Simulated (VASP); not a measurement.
Input of a VASP 6.6.1 run:

Contents of POSCAR:

```
Hg
1.0
    1.8778599134      1.0841829265      2.1547277986
   -1.8778599134      1.0841829265      2.1547277986
    0.0000000000     -2.1683658530      2.1547277985
Hg
1
Direct
    0.0000000000      1.0000000000      1.0000000000
```

Contents of INCAR.step1:

```
SYSTEM = Hg
PREC     = Accurate       ! precision mode
ENCUT    = 550            ! plane-wave cutoff, eV
ISMEAR   = -1             ! smearing method
SIGMA    = 0.1            ! smearing width, eV
LREAL    = .FALSE.        ! projectors in reciprocal space
LASPH    = .TRUE.         ! aspherical terms in the spheres
NELM     = 120            ! most SCF steps
NBANDS   = 12             ! bands
GGA      = PE             ! functional
ALGO     = Normal         ! electronic algorithm
EDIFF    = 1E-5           ! SCF threshold, eV
LWAVE    = .TRUE.         ! write WAVECAR
LCHARG   = .FALSE.        ! write CHGCAR
GGA_COMPAT= .FALSE.
```

INCAR.step2

```
SYSTEM = Hg
PREC     = Accurate       ! precision mode
ENCUT    = 550            ! plane-wave cutoff, eV
EDIFF    = 1E-6           ! SCF threshold, eV
ISMEAR   = -1             ! smearing method
SIGMA    = 0.1            ! smearing width, eV
LREAL    = .FALSE.        ! projectors in reciprocal space
LASPH    = .TRUE.         ! aspherical terms in the spheres
NELM     = 120            ! most SCF steps
ALGO     = Normal         ! electronic algorithm
ISIF     = 2              ! what is computed and relaxed
LWAVE    = .FALSE.        ! write WAVECAR
LCHARG   = .FALSE.        ! write CHGCAR
METAGGA  = R2SCAN         ! meta-GGA
LMIXTAU  = .TRUE.       
NBANDS   = 12             ! bands
ISTART   = 1            
GGA_COMPAT= .FALSE.
```

KPOINTS

```
Automatic mesh
0
G
  6 6 6
  0 0 0
```

Potentials or basis: VASP PAW PBE potentials, release 64 (Hg).

The run is started by

```console
$ cat potpaw_PBE.64/Hg/POTCAR > POTCAR
$ cp INCAR.step1 INCAR
$ mpirun -np 1 vasp_std > vasp.out
$ cp INCAR.step2 INCAR
$ mpirun -np 1 vasp_std > vasp.out
```

**Question.** Estimate the pressure.

**Answer.** 0.0 GPa.

**Question.** Estimate the band gap on the k mesh.

**Answer.** Zero (band 6 reaches 3.07 eV, above the bottom of band 7 at 0.37 eV).

Stress tensor (GPa, compression positive):
```
 0.26  0.00  0.00
 0.00  0.26  0.00
 0.00  0.00 -0.55
```

Caveat: the k points lie up to 0.36 Å⁻¹ apart; the PAW data sets were made with another functional, which shifts forces and pressure a little; spin-orbit coupling is left out, which moves the levels of the heavy elements.
